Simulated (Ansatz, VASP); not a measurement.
## One calculation of KAg4Sb2, two programs

File INCAR:

```
SYSTEM = KAg4Sb2
PREC = Accurate ; ENCUT = 520
EDIFF = 1E-7 ; ISMEAR = -1
SIGMA = 0.1 ; LREAL = .False.
LASPH = .True. ; NELM = 60
ALGO = Normal ; ISIF = 2
LWAVE = .False. ; LCHARG = .True.
GGA = PS ; LELF = .True.
LVHAR = .True. ; NBANDS = 40
```

File KPOINTS:

```
Automatic mesh
0
Gamma
  8 8 8
  0 0 0
```

The input POSCAR:

```
KAg4Sb2
1.0
    4.7818210000      0.0000000000      0.0000000000
   -2.3909110000      4.1411820000      0.0000000000
    0.0000000000     -2.7607850000      8.4159010000
K Ag Sb
1 4 2
Direct
    0.0000000000      0.0000000000      0.0000000000
    0.1419300000      0.2838600000      0.4257900000
    0.8580700000      0.7161400000      0.5742100000
    0.4350200000      0.8700400000      0.3050600000
    0.5649800000      0.1299600000      0.6949400000
    0.2545700000      0.5091400000      0.7637100000
    0.7454300000      0.4908600000      0.2362900000
```

Input for Ansatz:

```yaml
crystal:
  lattice:
    - [4.781821, 0.0, 0.0]
    - [-2.390911, 4.141182, 0.0]
    - [0.0, -2.760785, 8.415901]
  atoms:
    - { symbol: K, position: [0.0, 0.0, 0.0] }
    - { symbol: Ag, position: [0.14193, 0.28386, 0.42579] }
    - { symbol: Ag, position: [0.85807, 0.71614, 0.57421] }
    - { symbol: Ag, position: [0.43502, 0.87004, 0.30506] }
    - { symbol: Ag, position: [0.56498, 0.12996, 0.69494] }
    - { symbol: Sb, position: [0.25457, 0.50914, 0.76371] }
    - { symbol: Sb, position: [0.74543, 0.49086, 0.23629] }
  symmetry: { tolerance: 0.0003 }
kpoints:
  mp_grid: { grid: [8, 8, 8], shift: [0, 0, 0] }
  band_path:
    path:
      - [0.0, 0.0, 0.0]
      - [0.0, 0.0, 0.5]
      - [0.63079569, -0.31539784, 0.5]
      - [0.68460216, -0.36920431, 0.18460216]
      - [0.5, 0.0, 0.0]
      - [0.0, 0.0, 0.0]
      - [0.68460216, -0.34230108, 0.0]
      - [0.65769892, -0.34230108, 0.34230108]
      - [0.5, -0.5, 0.5]
      - [0.0, 0.0, 0.0]
    npoints: 6
magnetization:
  spin_polarized: false
scf:
  occupations: { method: fermi_dirac }
  lower_state_search: "off"
  max_iter: 200
hamiltonian:
  pseudopotentials: { kind: paw }
  xc: pbesol
basis:
  ecutwfc: 420
  fft_grid_basis: typed
output:
  forces: true
  stress: true
  eigenvalues: true
  bader: true
  populations: true
  elf: true
  write_potential: true
  volumetric_format: npy
  dos:
    e_range: [-12, 8]
    de: 0.05
    projected: { site_lists: { Ag: [Ag], K: [K], Sb: [Sb] } }
checkpoint:
  read: saved_state
```

Alike in both runs: task single point; functional PBEsol; k mesh 8 × 8 × 8; no spin polarisation.

```csv
,VASP,Ansatz
version,VASP 6.6.1,Ansatz 0.2.0
potentials or method,"VASP PAW PBE potentials, release 64 (K_sv, Ag, Sb), cutoff 520 eV",PAW plane waves
occupations,"fermi-dirac, width 0.1 eV",fermi-dirac
valence electrons in the cell,63,115
```

```tsv
	VASP	Ansatz	Ansatz less VASP
pressure (GPa)	-2.8	-2.8	+0.02
traceless stress, the component that is largest in VASP (GPa)	2.44	2.42	-0.023
rms of the force components (eV/Å)	0.204	0.202	-0.0023
```

VASP's potentials were made for PBE, not for PBEsol. Atom by atom the forces differ by 0.003 eV/Å (rms over components). VASP's potentials hold 63 valence electrons a cell and Ansatz's 115, so a difference there can come from the potentials and not from the codes. Ansatz's warnings: structure snapped to symmetry.

Spin-orbit coupling is off throughout.
